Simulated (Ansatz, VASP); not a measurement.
Two plane-wave programs on Si

File POSCAR:

```
Si
1.0
   -2.3002311354      2.3002311354      1.3492043707
    2.3002311354     -2.3002311354      1.3492043707
    2.3002311354      2.3002311354     -1.3492043707
Si
2
Direct
    0.2500000000      0.7500000000      0.5000000000
    0.5000000000      0.5000000000      0.0000000000
```

The input INCAR.step1:

```
PREC = Accurate ; ENCUT = 520
ISMEAR = 0 ; SIGMA = 0.15
LREAL = False ; LASPH = True
NELM = 80 ; NBANDS = 11
GGA = PE ; ALGO = Normal
EDIFF = 1E-4 ; LWAVE = True
LCHARG = False
```

The input INCAR.step2:

```
PREC = Accurate ; ENCUT = 520
EDIFF = 1E-7 ; ISMEAR = 0
SIGMA = 0.15 ; LREAL = False
LASPH = True ; NELM = 80
ALGO = Normal ; ISIF = 2
LWAVE = False ; LCHARG = True
METAGGA = R2SCAN ; LMIXTAU = True
LELF = True ; LVHAR = True
NBANDS = 11 ; ISTART = 1
```

The input KPOINTS:

```
Automatic mesh
0
Gamma
  20 20 20
```

Input for Ansatz:

```yaml
crystal:
  lattice:
    - [-2.3002311354, 2.3002311354, 1.3492043707]
    - [2.3002311354, -2.3002311354, 1.3492043707]
    - [2.3002311354, 2.3002311354, -1.3492043707]
  atoms:
    - { symbol: Si, position: [0.25, 0.75, 0.5] }
    - { symbol: Si, position: [0.5, 0.5, 0.0] }
basis:
  ecutwfc: 500
kpoints:
  mp_grid: { grid: [20, 20, 20] }
hamiltonian:
  xc: r2scan
scf:
  occupations: { method: gaussian, width: 0.15 }
output:
  forces: true
  stress: true
  eigenvalues: true
```

Change from the starting cell: strain -0.030 along x and y, +0.015 along z, atoms carried along.

Alike in both runs: task single point; functional r2SCAN; k mesh 20 × 20 × 20; occupations gaussian, width 0.15 eV; no spin polarisation.

```csv
,VASP,Ansatz
version,VASP 6.6.1,Ansatz 0.2.0
potentials or method,"VASP PAW PBE potentials, release 64 (Si), cutoff 520 eV","scalar-relativistic, plane waves, PAW"
valence electrons in the cell,8,8
```

```tsv
	VASP	Ansatz	Ansatz less VASP
gap on the k mesh at the Fermi level (eV)	none	none	-
pressure (GPa)	9.8	10.0	+0.14
traceless stress, the component that is largest in VASP (GPa)	-5.23	-5.37	-0.142
```

VASP's potentials were made for PBE, not for r2SCAN. A gap of «none» marks a metal or a gap that the smearing closes.
